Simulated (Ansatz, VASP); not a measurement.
## Ba in VASP and in Ansatz

```
Ba
1.0
     3.60430    0.00000    0.00000
     0.00000    3.60430    0.00000
     0.00000    0.00000    3.91772
Ba
1
Cartesian
  0.0000 0.0000 0.0000
```

Change from the starting cell: strain -0.080 along x and y, +0.000 along z, atoms carried along.

Alike in both runs: task single point; functional r2SCAN; k mesh 12 × 12 × 12; occupations gaussian, width 0.15 eV; no spin polarisation.

|  | VASP | Ansatz |
| --- | --- | --- |
| version | VASP 6.6.1 | Ansatz 0.2.0 |
| potentials or method | VASP PAW PBE potentials, release 64 (Ba_sv), cutoff 520 eV | scalar-relativistic, plane waves, PAW |
| valence electrons in the cell | 10 | 10 |

Ansatz gave:

- gap on the k mesh at the Fermi level (eV): none
- pressure (GPa): 1.7
- traceless stress, the component that is largest in VASP (GPa): -2.15

Q: Estimate VASP's values.

A: gap on the k mesh at the Fermi level (eV): none; pressure (GPa): 2.1; traceless stress, the component that is largest in VASP (GPa): -2.34.

VASP's potentials were made for PBE, not for r2SCAN. A gap of «none» marks a metal or a gap that the smearing closes.

Spin-orbit coupling is off throughout.
